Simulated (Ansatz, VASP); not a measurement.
Ga4O in VASP and in Ansatz

```
Ga O
1.0
    -2.15340    2.15340    3.89477
     2.15340   -2.15340    3.89477
     2.15340    2.15340   -3.89477
Ga O
4 1
Direct
  0.75629 0.75629 0.00000
  0.48798 0.98798 0.50000
  0.98798 0.48798 0.50000
  0.26051 0.26051 0.00000
  0.00725 0.00725 0.00000
```

Alike in both runs: task relaxation of cell and atoms; functional PBE; k mesh 6 × 6 × 6; occupations gaussian, width 0.1 eV; no spin polarisation.

|  | VASP | Ansatz |
| --- | --- | --- |
| version | VASP 6.6.1 | Ansatz 0.2.0 |
| potentials or method | VASP PAW PBE potentials, release 64 (Ga_d, O), cutoff 600 eV | scalar-relativistic, plane waves, PAW |
| valence electrons in the cell | 58 | 58 |

Ansatz gave:

- gap on the k mesh at the Fermi level, each at its own relaxed structure (eV): none
- relaxed volume (Å³/atom): 16.87
- relaxed length of the cell vector where the two differ most in proportion (Å): 4.927

Task: What did VASP give for the same quantities?

Result: gap on the k mesh at the Fermi level, each at its own relaxed structure (eV): none; relaxed volume (Å³/atom): 16.78; relaxed length of the cell vector where the two differ most in proportion (Å): 4.917.

A gap of «none» marks a metal or a gap that the smearing closes.

Noted on VASP's run: the volume moved by over 15 % at a fixed basis, so the end points are rough.
